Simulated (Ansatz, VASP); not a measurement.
# Sc: VASP beside Ansatz

```xyz
4
Lattice="3.1883 0.0000 0.0000 -1.5942 2.7612 0.0000 0.0000 0.0000 10.1855" Properties=species:S:1:pos:R:3 pbc="T T T"
Sc    0.0000    0.0000   10.1855
Sc    0.0000    0.0000    5.0928
Sc    0.0000    1.8408    2.5464
Sc    1.5942    0.9204    7.6392
```

Alike in both runs: task single point; functional revPBE; k mesh 12 × 12 × 4; occupations fermi-dirac, width 0.1 eV; no spin polarisation.

|  | VASP | Ansatz |
| --- | --- | --- |
| version | VASP 6.6.1 | Ansatz 0.2.0 |
| potentials or method | VASP PAW PBE potentials, release 64 (Sc_sv), cutoff 520 eV | plane waves (420 eV) with PAW, scalar-relativistic |
| valence electrons in the cell | 44 | 44 |

Ansatz gave:

- pressure (GPa): 7.7

Problem. Estimate VASP's values.

Solution. Pressure (GPa): 7.8.

VASP's potentials were made for PBE, not for revPBE. With one functional, cell and mesh, what is left measures potentials, basis and numerics.
